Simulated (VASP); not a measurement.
A run of VASP 6.6.1:

Contents of INCAR:

```
ALGO = Normal
EDIFF = 1E-8
ENCUT = 520
GGA = PE
ISIF = 2
ISMEAR = -1
LASPH = T
LCHARG = F
LEFG = T
LREAL = F
LUSENCCL = F
LWAVE = F
NBANDS = 36
NELM = 100
PREC = Accurate
SIGMA = 0.02
```

File KPOINTS:

```
k-points
0
Gamma
  10 10 2
```

Contents of POSCAR:

```
SiC
1.0
    1.5389000000     -2.6675000000      0.0000000000
    1.5389000000      2.6675000000      0.0000000000
    0.0000000000      0.0000000000     15.1219000000
Si C
6 6
Direct
    0.1666620629      0.8333379371      0.8577214520
    0.8333379371      0.1666620629      0.3577214520
    0.5001149255      0.4998850745      0.5245066742
    0.4998850745      0.5001149255      0.0245066742
    0.8334420064      0.1665579936      0.6912249935
    0.1580440531      0.8164182252      0.1898362791
    0.5001800041      0.4998199959      0.6498136389
    0.4998199959      0.5001800041      0.1498136389
    0.1666200943      0.8333799057      0.9826819952
    0.8333799057      0.1666200943      0.4826819952
    0.8333969748      0.1666030252      0.8161912462
    0.1666030252      0.8333969748      0.3161912462
```

Potentials or basis: VASP PAW PBE potentials, release 64 (Si, C).

The run is started by

```bash
$ cat potpaw_PBE.64/Si/POTCAR potpaw_PBE.64/C/POTCAR > POTCAR
$ mpirun -np 1 vasp_std > vasp.out
```

Hardware: 1 × NVIDIA H100 80GB with 1 thread of AMD EPYC 7R13 Processor (Zen 3), with other jobs on the host.

Problem. Estimate the wall time of this run.

Solution. It took 5.2 min on 1 × NVIDIA H100 80GB with 1 thread of AMD EPYC 7R13 Processor (Zen 3), on a shared host, peak memory 1.5 GiB. Counts: scf iterations 18, k points 104.
